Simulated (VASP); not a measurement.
# Si5P13 in VASP: further runs

Runs on Si5P13. Level: PBE. Tasks: relaxation of cell and atoms, single point.

Program: VASP 6.6.1. These are calculated values, not measurements. Logs are shortened: lines on timing, memory, paths and dates and some standing lists are left out, and cuts for length are marked.

### 1 The cell of the first run

The cell holds a disordered packing, 18 atoms: a = 7.050 Å, b = 7.051 Å, c = 7.040 Å, α = 90.50°, β = 87.18°, γ = 89.28°.

### 2 Relaxation of cell and atoms, PBE

Input file INCAR:

```
ALGO = Normal
EDIFF = 1E-7
EDIFFG = -0.04
ENCUT = 600
GGA = PE
IBRION = 2
ISIF = 3
ISMEAR = 0
ISYM = 0
LASPH = T
LCHARG = F
LREAL = Auto
LWAVE = F
NELM = 60
NSW = 90
PREC = Accurate
SIGMA = 0.1
```

Input file KPOINTS:

```
Automatic mesh
0
Gamma
  2 2 2
  0.5 0.5 0.5
```

Input file POSCAR:

```
Si5P13
1.0
    7.0479230000      0.0446470000      0.1733930000
    0.0446470000      7.0511420000     -0.0312760000
    0.1733930000     -0.0312760000      7.0375900000
Si P
5 13
Direct
    0.7766061951      0.4102190736      0.6192073984
    0.4096647162      0.6067573229      0.0469431465
    0.9623880767      0.3865818248      0.0449426816
    0.3609190651      0.4481713604      0.6331268022
    0.7665109310      0.6772487344      0.4079551576
    0.7839337978      0.9064280835      0.6589498774
    0.8190557352      0.1288294965      0.4296427875
    0.5109805153      0.0922895039      0.3051292237
    0.4679273461      0.7872396873      0.3267595192
    0.2808182363      0.1660908308      0.5086634210
    0.0740370044      0.8028299001      0.6505120471
    0.2691662890      0.0037494152      0.7835593693
    0.6606933645      0.4279054706      0.1330597492
    0.0758569390      0.7912563213      0.3253740640
    0.0501873160      0.4959193936      0.7649525817
    0.5708024086      0.2849818264      0.8573257816
    0.1796295929      0.4861425688      0.2739699967
    0.9976214974      0.0770332722      0.9252922874
```

Potentials or basis: VASP PAW PBE potentials, release 64 (Si, P).

Started as:

```
$ cat potpaw_PBE.64/Si/POTCAR potpaw_PBE.64/P/POTCAR > POTCAR
$ mpirun -np 1 vasp_std > vasp.out
```

OUTCAR:

```text
EDIFF = 1E-7
   EDIFFG = -0.04
   ENCUT = 600
   GGA = PE
   IBRION = 2
   ISIF = 3
   ISMEAR = 0
   ISYM = 0
   LASPH = T
   LREAL = Auto
   NELM = 60
   NSW = 90
   PREC = Accurate

 ion  position               nearest neighbor table
   1  0.777  0.410  0.619-  15 2.31  16 2.35   7 2.39   5 2.41   4 2.94
   2  0.410  0.607  0.047-  13 2.27  17 2.39   9 2.39  16 2.82   4 3.15
   3  0.962  0.387  0.045-  15 2.19  13 2.20  18 2.34  17 2.39
   4  0.361  0.448  0.633-  10 2.26  15 2.36  16 2.49  17 2.90   1 2.94   2 3.15
   5  0.767  0.677  0.408-   9 2.33  14 2.38   6 2.39   1 2.41  13 2.74  11 2.96
   6  0.784  0.906  0.659-  11 2.16   7 2.27   5 2.39  18 2.74
   7  0.819  0.129  0.430-   6 2.27   1 2.39   8 2.40
   8  0.511  0.092  0.305-  10 2.17   9 2.18   7 2.40  13 2.86
   9  0.468  0.787  0.327-   8 2.18   5 2.33   2 2.39  14 2.76
  10  0.281  0.166  0.509-   8 2.17  12 2.26   4 2.26  17 2.91
  11  0.074  0.803  0.651-   6 2.16  12 2.22  14 2.29  15 2.32  18 2.75   5 2.96
  12  0.269  0.004  0.784-  18 2.17  11 2.22  10 2.26
  13  0.661  0.428  0.133-   3 2.20   2 2.27  16 2.30   5 2.74   8 2.86
  14  0.076  0.791  0.325-  17 2.28  11 2.29   5 2.38   9 2.76
  15  0.050  0.496  0.765-   3 2.19   1 2.31  11 2.32   4 2.36
  16  0.571  0.285  0.857-  13 2.30   1 2.35   4 2.49   2 2.82
  17  0.180  0.486  0.274-  14 2.28   3 2.39   2 2.39   4 2.90  10 2.91
  18  0.998  0.077  0.925-  12 2.17   3 2.34   6 2.74  11 2.75

IMPORTANT INFORMATION: All symmetrisations will be switched off!
NOSYMM: (Re-)initialisation of all symmetry stuff for point group C_1.

----------------------------------------------------------------------------------------

                                     Primitive cell

  volume of cell :     349.5060

  direct lattice vectors                    reciprocal lattice vectors
     7.047923000  0.044647000  0.173393000     0.141977725 -0.000914520 -0.003502129
     0.044647000  7.051142000 -0.031276000    -0.000914520  0.141829685  0.000652842
     0.173393000 -0.031276000  7.037590000    -0.003502129  0.000652842  0.142183285

  length of vectors
     7.050196955  7.051352710  7.039795191     0.142023856  0.141834136  0.142227907

  position of ions in fractional coordinates (direct lattice)
     0.776606195  0.410219074  0.619207398
     0.409664716  0.606757323  0.046943146
     0.962388077  0.386581825  0.044942682
     0.360919065  0.448171360  0.633126802
     0.766510931  0.677248734  0.407955158
     0.783933798  0.906428084  0.658949877
[... 10 lines left out ...]
     0.179629593  0.486142569  0.273969997
     0.997621497  0.077033272  0.925292287

  ion indices of the primitive-cell ions
   primitive index   ion index
                 1           1
                 2           2
                 3           3
                 4           4
                 5           5
                 6           6
[... 10 lines left out ...]
                17          17
                18          18

----------------------------------------------------------------------------------------

 KPOINTS: Automatic mesh

Automatic generation of k-mesh.
 Grid dimensions read from file:
 generate k-points for:    2    2    2

 Generating k-lattice:

  Cartesian coordinates                     Fractional coordinates (reciprocal lattice)
     0.070988863 -0.000457260 -0.001751064     0.500000000  0.000000000  0.000000000
    -0.000457260  0.070914843  0.000326421    -0.000000000  0.500000000 -0.000000000
    -0.001751064  0.000326421  0.071091642     0.000000000 -0.000000000  0.500000000

  Length of vectors
     0.071011928  0.070917068  0.071113954

  Shift w.r.t. Gamma in fractional coordinates (k-lattice)
     0.500000000  0.500000000  0.500000000

 Subroutine IBZKPT returns following result:
 ===========================================

 Found      4 irreducible k-points:

 Following reciprocal coordinates:
            Coordinates               Weight
  0.250000  0.250000  0.250000      2.000000
 -0.250000  0.250000  0.250000      2.000000
  0.250000 -0.250000  0.250000      2.000000
 -0.250000 -0.250000  0.250000      2.000000
   k-points           NKPTS =      4   k-points in BZ     NKDIM =      4   number of bands    NBANDS=     52
   number of dos      NEDOS =    301   number of ions     NIONS =     18
   total plane-waves  NPLWV = 175616
   dimension x,y,z NGX =    56 NGY =   56 NGZ =   56
   dimension x,y,z NGXF=   112 NGYF=  112 NGZF=  112
   ions per type =               5  13
   NGX,Y,Z   is equivalent  to a cutoff of  13.20, 13.20, 13.22 a.u.
   NGXF,Y,Z  is equivalent  to a cutoff of  26.41, 26.41, 26.45 a.u.
 SYSTEM =  unknown system
   PREC   = accura    normal or accurate (medium, high low for compatibility)
   ISTART =      0    job   : 0-new  1-cont  2-samecut
   ICHARG =      2    charge: 1-file 2-atom 10-const
   ISPIN  =      1    spin polarized calculation?
   LNONCOLLINEAR =      F non collinear calculations
   LSORBIT =      F    spin-orbit coupling
   LASPH  =      T    aspherical Exc in radial PAW
   ENCUT  =  600.0 eV  44.10 Ry    6.64 a.u.  14.08 14.08 14.06*2*pi/ulx,y,z
   NELM   =     60;   NELMIN=  2; NELMDL= -5     # of ELM steps
   EDIFF  = 0.1E-06   stopping-criterion for ELM
   LREAL  =      T    real-space projection
   EDIFFG = -.4E-01   stopping-criterion for IOM
   NSW    =     90    number of steps for IOM
   IBRION =      2    ionic relax: 0-MD 1-quasi-New 2-CG
   NFREE  =      1    steps in history (QN), initial steepest desc. (CG)
   ISIF   =      3    stress and relaxation
   ISYM   =      0    0-nonsym 1-usesym 2-fastsym
   POTIM  = 0.5000    time-step for ionic-motion
   TEBEG  =    0.0;   TEEND  =   0.0 temperature during run
   PSTRESS=    0.0 pullay stress
   NELECT =      85.0000    total number of electrons
   NUPDOWN=      -1.0000    fix difference up-down
   EMIN   =  10.00;   EMAX   =-10.00  energy-range for DOS
   EFERMI =   0.00;   METHOD = LEGACY
   ISMEAR =     0;   SIGMA  =   0.10  broadening in eV -4-tet -1-fermi 0-gaus
   EFERMI_NEDOS =   21; number of points for ismear=-14 and -15
   IALGO  =     38    algorithm
   IMIX   =      4    mixing-type and parameters
     AMIX     =   0.40;   BMIX     =  1.00
     AMIX_MAG =   1.60;   BMIX_MAG =  1.00
  volume/ion in A,a.u.               =      19.42       131.03
  Fermi-wavevector in a.u.,A,eV,Ry     =   1.021871  1.931057 14.207492  1.044221
  Thomas-Fermi vector in A             =   2.155520
   LORBIT       =      0    0 simple, 1 ext, 2 COOP (PROOUT), +10 PAW based schemes
   GGA     = PE    functional components
   LHFCALC =     F    Hartree Fock is set to
   AEXX    =    0.0000 exact exchange contribution
   IVDW    =     0    specifies the selected vdW correction
   LEPSILON=     F    determine dielectric tensor
   LRPA    =     F    only Hartree local field effects (RPA)
 conjugate gradient relaxation of ions
 non-spin polarized calculation
 Gauss-broadening in eV      SIGMA  =   0.10
  energy-cutoff  :      600.00
  volume of cell :      349.51
 maximum number of plane-waves:     11671
   NGX = 29   NGY = 29   NGZ = 29

--------------------------------------- Ionic step        1  -------------------------------------------

 number of electron      85.0000002 magnetization

 Free energy of the ion-electron system (eV)
  ---------------------------------------------------
  ext. energy  EPLUGINS =         0.00000000
  ---------------------------------------------------
  free energy    TOTEN  =       -92.37346072 eV

  energy without entropy =      -92.33833052  energy(sigma->0) =      -92.35589562

------------------------ aborting loop because EDIFF is reached ----------------------------------------

  FORCE on cell =-STRESS in cart. coord.  units (eV):
  Direction    XX          YY          ZZ          XY          YZ          ZX
  --------------------------------------------------------------------------------------
  -------------------------------------------------------------------------------------
  Total       -0.6417146      5.7151267      1.5616026     -2.4643861      1.5398345     -3.7785205
  in kB       -2.9416964     26.1988241      7.1585730    -11.2970405      7.0587852    -17.3211898
  external PRESSURE =      10.1385669 kB  Pullay stress =       0.0000000 kB
[... 137 lines left out ...]
  FREE ENERGIE OF THE ION-ELECTRON SYSTEM (eV)
  ---------------------------------------------------
  free  energy   TOTEN  =       -93.0661778168 eV

  energy  without entropy=      -93.0452881550  energy(sigma->0) =      -93.05573299

[... ionic steps 4 to 38 ...]

--------------------------------------- Ionic step       39  -------------------------------------------

 number of electron      85.0000000 magnetization

------------------------ aborting loop because EDIFF is reached ----------------------------------------

  FORCE on cell =-STRESS in cart. coord.  units (eV):
  Direction    XX          YY          ZZ          XY          YZ          ZX
  --------------------------------------------------------------------------------------
  -------------------------------------------------------------------------------------
  Total       -0.1534252     -0.0578800      0.0459777     -0.0242118      0.0176276     -0.0012949
  in kB       -0.6741813     -0.2543362      0.2020355     -0.1063916      0.0774592     -0.0056900
  external PRESSURE =      -0.2421607 kB  Pullay stress =       0.0000000 kB
[... 89 lines left out ...]
  energy  without entropy=      -93.7805055385  energy(sigma->0) =      -93.78955061

--------------------------------------- Ionic step       41  -------------------------------------------

 number of electron      85.0000000 magnetization

 Free energy of the ion-electron system (eV)
  ---------------------------------------------------
  ext. energy  EPLUGINS =         0.00000000
  ---------------------------------------------------
  free energy    TOTEN  =       -93.79929595 eV

  energy without entropy =      -93.78132070  energy(sigma->0) =      -93.79030833

 E-fermi :   5.8204     XC(G=0):  -9.4565

 val. band max:        5.7492975370   @ k =  -0.2500   0.2500   0.2500
 cond. band min:       5.8973533088   @ k =  -0.2500  -0.2500   0.2500
 fundamental gap:      0.1480557718
 Fermi energy:         5.8204281549

 k-point     1 :       0.2500    0.2500    0.2500
  band No.  band energies     occupation
      1      -9.0687      2.00000
      2      -7.9725      2.00000
      3      -7.7379      2.00000
      4      -6.9643      2.00000
      5      -6.8202      2.00000
      6      -6.1969      2.00000
[... 44 lines left out ...]
     51       7.9485      0.00000
     52       8.1333      0.00000

 k-point     2 :      -0.2500    0.2500    0.2500
  band No.  band energies     occupation
      1      -9.0651      2.00000
      2      -8.0319      2.00000
      3      -7.6678      2.00000
      4      -7.0505      2.00000
      5      -6.6628      2.00000
      6      -6.2435      2.00000
[... 44 lines left out ...]
     51       7.7787      0.00000
     52       7.9596      0.00000

 k-point     3 :       0.2500   -0.2500    0.2500
  band No.  band energies     occupation
      1      -9.0766      2.00000
      2      -8.0998      2.00000
      3      -7.2899      2.00000
      4      -7.2055      2.00000
      5      -6.7937      2.00000
      6      -6.3807      2.00000
[... 44 lines left out ...]
     51       7.9177      0.00000
     52       8.0103      0.00000

 k-point     4 :      -0.2500   -0.2500    0.2500
  band No.  band energies     occupation
      1      -9.0721      2.00000
      2      -8.0007      2.00000
      3      -7.5717      2.00000
      4      -7.1932      2.00000
      5      -6.7620      2.00000
      6      -6.2573      2.00000
[... 89 lines left out ...]
  FREE ENERGIE OF THE ION-ELECTRON SYSTEM (eV)
  ---------------------------------------------------
  free  energy   TOTEN  =       -93.7992959514 eV

  energy  without entropy=      -93.7813207008  energy(sigma->0) =      -93.79030833

 reached required accuracy - stopping structural energy minimisation
```

Run time: 55 min. Hardware: 1 thread of Intel Xeon Platinum 8124M at 3.00GHz (Skylake/Cascade Lake), shared host; peak memory 0.47 GiB.

What came out:

| Property | Result |
| --- | --- |
| Free energy | -93.7993 eV |
| Relaxed volume | 20.24 Å³/atom |
| Relaxed cell | a = 6.976 Å, b = 7.126 Å, c = 7.362 Å, α = 89.52°, β = 85.10°, γ = 92.15° |
| Space group after relaxing (to 0.1 Å) | P1 (No. 1) |
| Energy gained by relaxing | 79.2 meV/atom |
| Ionic steps | 41 |
| Pressure after relaxing | 0.0 GPa |
| Largest force after relaxing | 0.039 eV/Å |
| Band gap on the k mesh | zero (an odd number of electrons rules out a gap without spin polarisation) |

Forces in eV/Å, atoms in the order of the input:
```
Si  -0.003  0.006  0.001
Si  -0.003  0.003 -0.004
Si   0.007  0.011 -0.010
Si   0.019 -0.011  0.032
Si  -0.004 -0.005  0.016
P    0.005 -0.002 -0.002
P   -0.012 -0.005 -0.001
P    0.000 -0.008 -0.003
P   -0.021 -0.006 -0.010
P   -0.001  0.019 -0.012
P    0.016  0.015 -0.006
P    0.011 -0.020 -0.016
P   -0.010  0.002  0.001
P   -0.014  0.001 -0.010
P    0.016  0.000  0.013
P   -0.006 -0.006  0.016
P    0.000 -0.007  0.013
P    0.001  0.014 -0.018
```

The path:
| step | energy change (eV) | largest force (eV/Å) | pressure (GPa) | volume (Å³) |
| --- | --- | --- | --- | --- |
| 1 | 0.0000 | 1.7756 | 1.01 | 349.51 |
| 3 | -0.6927 | 0.8505 | -1.17 | 357.38 |
| 5 | -0.9155 | 0.7133 | 1.44 | 349.19 |
| 7 | -1.1104 | 0.5974 | -0.09 | 357.62 |
| 9 | -1.2270 | 0.4375 | -0.63 | 360.82 |
| 11 | -1.3030 | 0.3117 | 0.70 | 356.06 |
| 13 | -1.3448 | 0.3127 | -0.16 | 359.93 |
| 15 | -1.3681 | 0.1965 | 0.10 | 360.15 |
| 17 | -1.3837 | 0.2294 | 0.09 | 361.50 |
| 19 | -1.3962 | 0.1442 | -0.14 | 363.98 |
| 21 | -1.4017 | 0.1015 | 0.14 | 363.50 |
| 23 | -1.4066 | 0.0879 | -0.10 | 364.75 |
| 25 | -1.4100 | 0.0794 | 0.05 | 364.26 |
| 27 | -1.4134 | 0.1001 | -0.02 | 364.43 |
| 29 | -1.4167 | 0.0516 | -0.02 | 364.35 |
| 31 | -1.4185 | 0.0554 | 0.06 | 364.07 |
| 33 | -1.4201 | 0.0851 | -0.11 | 364.79 |
| 35 | -1.4222 | 0.0687 | 0.01 | 364.40 |
| 37 | -1.4233 | 0.0583 | 0.02 | 364.41 |
| 39 | -1.4250 | 0.0471 | -0.02 | 364.61 |
| 41 | -1.4258 | 0.0389 | 0.03 | 364.39 |

Final structure:
```
Si P
1.0
     6.96828   -0.13193    0.30678
    -0.13431    7.12508    0.03758
     0.30612    0.02891    7.35564
Si P
5 13
Direct
  0.78299 0.37842 0.61053
  0.44297 0.66670 0.05828
  0.97841 0.39282 0.01773
  0.37849 0.45843 0.64160
  0.74063 0.67052 0.45043
  0.76863 0.89740 0.67851
  0.82298 0.10866 0.44458
  0.52823 0.09123 0.33832
  0.47087 0.78226 0.35156
  0.27809 0.17478 0.52373
  0.06628 0.79931 0.62612
  0.26509 0.00329 0.79071
  0.65195 0.41838 0.08727
  0.04138 0.76497 0.31481
  0.05581 0.50393 0.72943
  0.55456 0.28630 0.84124
  0.17702 0.49939 0.22536
  0.01242 0.08288 0.96515
```

Caveat: the k points lie up to 0.45 Å⁻¹ apart in the final cell, too coarse for converged energies and pressures of a metal; an odd number of electrons without spin polarisation forces a metal; a magnetic or distorted state may lie lower.

### 3 Single point, PBE

Input file INCAR:

```
PREC = Accurate
ENCUT = 520
EDIFF = 1E-6
ISMEAR = -1
SIGMA = 0.2585
LREAL = Auto
LASPH = True
NELM = 60
ALGO = Normal
ISIF = 2
LWAVE = False
LCHARG = False
GGA = PE
NBANDS = 58
```

Input file KPOINTS:

```
regular mesh
0
Gamma
  3 3 3
```

Input file POSCAR:

```
Si5P13
1.0
    7.0479230000      0.0446470000      0.1733930000
    0.0446470000      7.0511420000     -0.0312760000
    0.1733930000     -0.0312760000      7.0375900000
Si P
5 13
Direct
    0.7590509697      0.4101327292      0.5247340841
    0.4186956935      0.6693176559      0.7616698066
    0.1726414508      0.5075721490      0.2350145198
    0.4508100308      0.3735833558      0.8978886068
    0.7950023662      0.7694857142      0.4072278581
    0.7618319141      0.9012349690      0.7477111357
    0.5271014029      0.0264509662      0.5726473558
    0.3998136562      0.2482476459      0.2707837578
    0.6401096268      0.9984240623      0.0167344387
    0.0972701077      0.2699019716      0.4902968988
    0.1212872474      0.7760157532      0.4440865777
    0.1323663558      0.8394222859      0.7977262350
    0.9023669682      0.5034728458      0.0380645028
    0.9844698227      0.9494123109      0.2411885100
    0.9782235793      0.5293771616      0.7375836293
    0.6733962218      0.3377626595      0.1278482864
    0.4717094835      0.5940063745      0.4646348118
    0.2794559648      0.0344413168      0.9778384314
```

Potentials or basis: VASP PAW PBE potentials, release 64 (Si, P).

Started as:

```
$ cat potpaw_PBE.64/Si/POTCAR potpaw_PBE.64/P/POTCAR > POTCAR
$ mpirun -np 1 vasp_std > vasp.out
```

It took 8 min on 1 thread of Intel Xeon Platinum 8124M at 3.00GHz (Skylake/Cascade Lake), shared host; peak memory 0.48 GiB.

Results (log left out):

- Free energy: -87.1591 eV
- Pressure: -0.6 GPa
- Largest force: 2.067 eV/Å
- Band gap on the k mesh: zero (an odd number of electrons rules out a gap without spin polarisation)

Forces in eV/Å, atoms in the order of the input:
```
Si  -0.172 -0.321 -0.126
Si   0.178  1.163  0.681
Si  -0.298 -0.754  0.562
Si  -0.150 -1.214  0.234
Si  -1.717 -0.643  0.762
P   -0.777  0.172 -0.550
P    0.767  0.157 -0.103
P   -1.397 -0.192  0.788
P   -0.684  0.218  0.877
P   -0.507  0.562 -0.722
P    0.983 -0.458 -0.317
P    0.108 -0.525 -0.448
P    1.324  0.861  0.198
P    0.615  1.760 -0.893
P    0.059 -0.462 -0.065
P   -0.200 -1.382 -0.579
P    0.543 -0.142 -1.119
P    1.324  1.200  0.820
```

Stress tensor (GPa, compression positive):
```
-0.61  0.89 -0.62
 0.89 -1.34 -1.13
-0.62 -1.13  0.05
```

Levels at points of the mesh, in eV from the Fermi level:
```tsv
k point	band 40	band 41	band 42	band 43	band 44	band 45
(0.00, 0.00, 0.00)	-0.37	-0.33	-0.23	0.01	0.27	0.38
```

Caveat: the atoms stand as in a frame of molecular dynamics; so wide a smearing shifts energies and pressures; an odd number of electrons without spin polarisation forces a metal; a magnetic or distorted state may lie lower.

The gap in the log of VASP goes by the Fermi energy; the results here count the filled bands.